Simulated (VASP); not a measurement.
# TePt (P6_3/mmc) in VASP: notebook

TePt is run at these levels: PBEsol; tasks: single point.

Everything below comes from runs of VASP 6.6.1. Logs are shortened: lines on timing, memory, paths and dates and some standing lists are left out, and cuts for length are marked.

### 1 The cell of the first run

The structure is hexagonal, space group P6_3/mmc (No. 194). The conventional cell has a = 4.275 Å, b = 4.275 Å, c = 5.228 Å, α = 90.00°, β = 90.00°, γ = 120.00°. Te (site symmetry -6m2) has 6 Pt at 2.79 Å and 6 Te at 3.60 Å within 3.7 Å. Pt (site symmetry -3m) has 2 Pt at 2.61 Å and 6 Te at 2.79 Å within 3.4 Å.

### 2 Single point, PBEsol (strain +0.040 along x and y, -0.040 along z)

File INCAR:

```
SYSTEM = TePt
ALGO = Normal
EDIFF = 1E-6
ENCUT = 520
GGA = PS
ISIF = 2
ISMEAR = 0
LASPH = .TRUE.
LCHARG = .FALSE.
LREAL = .FALSE.
LWAVE = .FALSE.
NBANDS = 24
NELM = 60
PREC = Accurate
SIGMA = 0.15
```

File KPOINTS:

```
k-points
0
G
  12 12 10
  0 0 0
```

File POSCAR:

```
TePt
1.0
    4.2754398042      0.0000000000      0.0000000000
   -2.1377199021      3.7026394828      0.0000000000
    0.0000000000      0.0000000000      5.2281600000
Te Pt
2 2
Direct
    0.3333333333      0.6666666667      0.2500000000
    0.6666666667      0.3333333333      0.7500000000
    0.0000000000      0.0000000000      0.0000000000
    0.0000000000      0.0000000000      0.5000000000
```

Potentials or basis: VASP PAW PBE potentials, release 64 (Te, Pt).

Command:

```sh
cat potpaw_PBE.64/Te/POTCAR potpaw_PBE.64/Pt/POTCAR > POTCAR
mpirun -np 1 vasp_std > vasp.out
```

OUTCAR:

```text
SYSTEM = TePt
   EDIFF = 1E-6
   ENCUT = 520
   GGA = PS
   ISIF = 2
   ISMEAR = 0
   LASPH = .TRUE.
   LREAL = .FALSE.
   NELM = 60
   PREC = Accurate

 ion  position               nearest neighbor table
   1  0.333  0.667  0.250-   3 2.79   4 2.79   3 2.79   4 2.79   3 2.79   4 2.79   2 3.60   2 3.60
                             2 3.60   2 3.60   2 3.60   2 3.60
   2  0.667  0.333  0.750-   3 2.79   4 2.79   3 2.79   4 2.79   3 2.79   4 2.79   1 3.60   1 3.60
                             1 3.60   1 3.60   1 3.60   1 3.60
   3  0.000  0.000  0.000-   4 2.61   4 2.61   1 2.79   2 2.79   2 2.79   1 2.79   2 2.79   1 2.79

   4  0.000  0.000  0.500-   3 2.61   3 2.61   1 2.79   2 2.79   2 2.79   1 2.79   2 2.79   1 2.79

  LATTYP: Found a hexagonal cell.
 ALAT       =     4.2754398042
 C/A-ratio  =     1.2228356004

  Lattice vectors:

 A1 = (   4.2754398042,   0.0000000000,   0.0000000000)
 A2 = (  -2.1377199021,   3.7026394828,   0.0000000000)
 A3 = (   0.0000000000,   0.0000000000,   5.2281600000)

Analysis of symmetry for initial positions (statically):
=====================================================================
 Subroutine PRICEL returns:
 Original cell was already a primitive cell.

 Routine SETGRP: Setting up the symmetry group for a
 hexagonal supercell.

 Subroutine GETGRP returns: Found 24 space group operations
 (whereof 12 operations were pure point group operations)
 out of a pool of 24 trial point group operations.

The static configuration has the point symmetry D_3d.
 The point group associated with its full space group is D_6h.

Analysis of symmetry for dynamics (positions and initial velocities):
=====================================================================
 Subroutine PRICEL returns:
 Original cell was already a primitive cell.

 Routine SETGRP: Setting up the symmetry group for a
 hexagonal supercell.

 Subroutine GETGRP returns: Found 24 space group operations
 (whereof 12 operations were pure point group operations)
 out of a pool of 24 trial point group operations.

The dynamic configuration has the point symmetry D_3d.
 The point group associated with its full space group is D_6h.

 Subroutine INISYM returns: Found 24 space group operations
 (whereof 12 operations are pure point group operations),
 and found     1 'primitive' translations

----------------------------------------------------------------------------------------

                                     Primitive cell

  volume of cell :      82.7639

  direct lattice vectors                    reciprocal lattice vectors
     4.275439804  0.000000000  0.000000000     0.233894066  0.135038802  0.000000000
    -2.137719902  3.702639483  0.000000000     0.000000000  0.270077604  0.000000000
     0.000000000  0.000000000  5.228160000     0.000000000  0.000000000  0.191271882

  length of vectors
     4.275439804  4.275439804  5.228160000     0.270077604  0.270077604  0.191271882

  position of ions in fractional coordinates (direct lattice)
     0.333333333  0.666666667  0.250000000
     0.666666667  0.333333333  0.750000000
     0.000000000  0.000000000  0.000000000
     0.000000000  0.000000000  0.500000000

  ion indices of the primitive-cell ions
   primitive index   ion index
                 1           1
                 2           2
                 3           3
                 4           4

----------------------------------------------------------------------------------------

 KPOINTS: k-points

Automatic generation of k-mesh.
 Grid dimensions read from file:
 generate k-points for:   12   12   10

 Generating k-lattice:

  Cartesian coordinates                     Fractional coordinates (reciprocal lattice)
     0.019491172  0.011253234  0.000000000     0.083333333  0.000000000  0.000000000
     0.000000000  0.022506467  0.000000000     0.000000000  0.083333333  0.000000000
     0.000000000  0.000000000  0.019127188     0.000000000  0.000000000  0.100000000

  Length of vectors
     0.022506467  0.022506467  0.019127188

  Shift w.r.t. Gamma in fractional coordinates (k-lattice)
     0.000000000  0.000000000  0.000000000

 Subroutine IBZKPT returns following result:
 ===========================================

 Found    114 irreducible k-points:

 Following reciprocal coordinates:
            Coordinates               Weight
  0.000000  0.000000  0.000000      1.000000
  0.083333  0.000000  0.000000      6.000000
  0.166667  0.000000  0.000000      6.000000
  0.250000  0.000000  0.000000      6.000000
  0.333333  0.000000  0.000000      6.000000
  0.416667  0.000000  0.000000      6.000000
[... 16 lines left out ...]
  0.250000  0.000000  0.100000     12.000000
  0.333333  0.000000  0.100000     12.000000
 [... further k-points ...]
   k-points           NKPTS =    114   k-points in BZ     NKDIM =    114   number of bands    NBANDS=     24
   number of dos      NEDOS =    301   number of ions     NIONS =      4
   total plane-waves  NPLWV =  40960
   dimension x,y,z NGX =    32 NGY =   32 NGZ =   40
   dimension x,y,z NGXF=    64 NGYF=   64 NGZF=   80
   ions per type =               2   2
   NGX,Y,Z   is equivalent  to a cutoff of  12.44, 12.44, 12.72 a.u.
   NGXF,Y,Z  is equivalent  to a cutoff of  24.89, 24.89, 25.44 a.u.
 SYSTEM =  TePt
   PREC   = accura    normal or accurate (medium, high low for compatibility)
   ISTART =      0    job   : 0-new  1-cont  2-samecut
   ICHARG =      2    charge: 1-file 2-atom 10-const
   ISPIN  =      1    spin polarized calculation?
   LNONCOLLINEAR =      F non collinear calculations
   LSORBIT =      F    spin-orbit coupling
   LASPH  =      T    aspherical Exc in radial PAW
   ENCUT  =  520.0 eV  38.22 Ry    6.18 a.u.   7.95  7.95  9.72*2*pi/ulx,y,z
   NELM   =     60;   NELMIN=  2; NELMDL= -5     # of ELM steps
   EDIFF  = 0.1E-05   stopping-criterion for ELM
   LREAL  =      F    real-space projection
   EDIFFG = 0.1E-04   stopping-criterion for IOM
   NSW    =      0    number of steps for IOM
   IBRION =     -1    ionic relax: 0-MD 1-quasi-New 2-CG
   NFREE  =      0    steps in history (QN), initial steepest desc. (CG)
   ISIF   =      2    stress and relaxation
   ISYM   =      2    0-nonsym 1-usesym 2-fastsym
   POTIM  = 0.5000    time-step for ionic-motion
   TEBEG  =    0.0;   TEEND  =   0.0 temperature during run
   PSTRESS=    0.0 pullay stress
   NELECT =      32.0000    total number of electrons
   NUPDOWN=      -1.0000    fix difference up-down
   EMIN   =  10.00;   EMAX   =-10.00  energy-range for DOS
   EFERMI =   0.00;   METHOD = LEGACY
   ISMEAR =     0;   SIGMA  =   0.15  broadening in eV -4-tet -1-fermi 0-gaus
   EFERMI_NEDOS =   21; number of points for ismear=-14 and -15
   IALGO  =     38    algorithm
   IMIX   =      4    mixing-type and parameters
     AMIX     =   0.40;   BMIX     =  1.00
     AMIX_MAG =   1.60;   BMIX_MAG =  1.00
  volume/ion in A,a.u.               =      20.69       139.63
  Fermi-wavevector in a.u.,A,eV,Ry     =   1.192645  2.253772 19.352950  1.422402
  Thomas-Fermi vector in A             =   2.328678
   LORBIT       =      0    0 simple, 1 ext, 2 COOP (PROOUT), +10 PAW based schemes
   GGA     = PS    functional components
   LHFCALC =     F    Hartree Fock is set to
   AEXX    =    0.0000 exact exchange contribution
   IVDW    =     0    specifies the selected vdW correction
   LEPSILON=     F    determine dielectric tensor
   LRPA    =     F    only Hartree local field effects (RPA)
 non-spin polarized calculation
 Gauss-broadening in eV      SIGMA  =   0.15
  energy-cutoff  :      520.00
  volume of cell :       82.76
 maximum number of plane-waves:      2258
 NGX is ok and might be reduce to    32
   NGX = 15   NGY = 15   NGZ = 19

 number of electron      31.9999995 magnetization

 Free energy of the ion-electron system (eV)
  ---------------------------------------------------
  ext. energy  EPLUGINS =         0.00000000
  ---------------------------------------------------
  free energy    TOTEN  =       -21.67270299 eV

  energy without entropy =      -21.64849214  energy(sigma->0) =      -21.66059757

 E-fermi :  10.0330     XC(G=0): -11.5399

 val. band max:       10.0093509195   @ k =   0.0833   0.0833   0.5000
 cond. band min:      10.0348532005   @ k =   0.2500   0.2500   0.0000
 fundamental gap:      0.0255022811
 Fermi energy:        10.0330409624

 k-point     1 :       0.0000    0.0000    0.0000
  band No.  band energies     occupation
      1      -4.3333      2.00000
      2      -1.1183      2.00000
      3       2.7802      2.00000
      4       3.4608      2.00000
      5       3.4608      2.00000
      6       3.7489      2.00000
[... 16 lines left out ...]
     23      17.4115      0.00000
     24      17.4115      0.00000

 k-point     2 :       0.0833    0.0000    0.0000
  band No.  band energies     occupation
      1      -4.2641      2.00000
      2      -1.1845      2.00000
      3       2.8719      2.00000
      4       3.4884      2.00000
      5       3.5928      2.00000
      6       3.7153      2.00000
[... 16 lines left out ...]
     23      16.5979      0.00000
     24      17.0129      0.00000

 k-point     3 :       0.1667    0.0000    0.0000
  band No.  band energies     occupation
      1      -4.0611      2.00000
      2      -1.3580      2.00000
      3       3.1424      2.00000
      4       3.5620      2.00000
      5       3.5783      2.00000
      6       3.9568      2.00000
[... 16 lines left out ...]
     23      15.6162      0.00000
     24      16.2698      0.00000
[... 514 lines left out ...]
 k-point    23 :       0.2500    0.0000    0.1000
  band No.  band energies     occupation
      1      -3.6973      2.00000
      2      -1.6549      2.00000
      3       3.2629      2.00000
      4       3.4695      2.00000
      5       3.6972      2.00000
      6       4.5753      2.00000
[... 16 lines left out ...]
     23      16.3159      0.00000
     24      16.5799      0.00000

 k-point    24 :       0.3333    0.0000    0.1000
  band No.  band energies     occupation
      1      -3.2962      2.00000
      2      -1.8770      2.00000
      3       2.6849      2.00000
      4       3.7682      2.00000
      5       3.8733      2.00000
      6       4.3804      2.00000
[... 16 lines left out ...]
     23      16.3096      0.00000
     24      17.5187      0.00000

 [... further k-points ...]

------------------------ aborting loop because EDIFF is reached ----------------------------------------

  FORCE on cell =-STRESS in cart. coord.  units (eV):
  Direction    XX          YY          ZZ          XY          YZ          ZX
  --------------------------------------------------------------------------------------
  -------------------------------------------------------------------------------------
  Total        1.0290008      1.0290008      7.4205046      0.0000000      0.0000000      0.0000000
  in kB       19.9198107     19.9198107    143.6491051      0.0000000      0.0000000      0.0000000
  external PRESSURE =      61.1629089 kB  Pullay stress =       0.0000000 kB

 VOLUME and BASIS-vectors are now :
 -----------------------------------------------------------------------------
  energy-cutoff  :      520.00
  volume of cell :       82.76
      direct lattice vectors                 reciprocal lattice vectors
     4.275439804  0.000000000  0.000000000     0.233894066  0.135038802  0.000000000
    -2.137719902  3.702639483  0.000000000     0.000000000  0.270077604  0.000000000
     0.000000000  0.000000000  5.228160000     0.000000000  0.000000000  0.191271882

 POSITION                                       TOTAL-FORCE (eV/Angst)
 -----------------------------------------------------------------------------------
     -0.00000      2.46843      1.30704         0.000000     -0.000000      0.000000
      2.13772      1.23421      3.92112        -0.000000      0.000000      0.000000
      0.00000      0.00000      0.00000         0.000000      0.000000      0.000000
      0.00000      0.00000      2.61408         0.000000      0.000000      0.000000
 -----------------------------------------------------------------------------------
    total drift:                                0.000000     -0.000000      0.000000

  FREE ENERGIE OF THE ION-ELECTRON SYSTEM (eV)
  ---------------------------------------------------
  free  energy   TOTEN  =       -21.6727029920 eV

  energy  without entropy=      -21.6484921418  energy(sigma->0) =      -21.66059757
```

It took 1.7 min on 1 thread of AMD EPYC 9R45 (Zen 5), shared host; peak memory 0.31 GiB.

What came out:

```
Free energy            : -21.6727 eV
Pressure               : 6.1 GPa
Band gap on the k mesh : zero (bands 16 and 17 overlap by 1.83 eV)
```

Caveat: the cell differs from its parent crystal (strain +0.040 along x and y, -0.040 along z); the stress differs along the axes, from 2 to 14 GPa; the PAW data sets were made with another functional, which shifts forces and pressure a little; spin-orbit coupling is left out, which moves the levels of the heavy elements.

[end of part 1 of 2]

The gap in the log of VASP goes by the Fermi energy; the results here count the filled bands.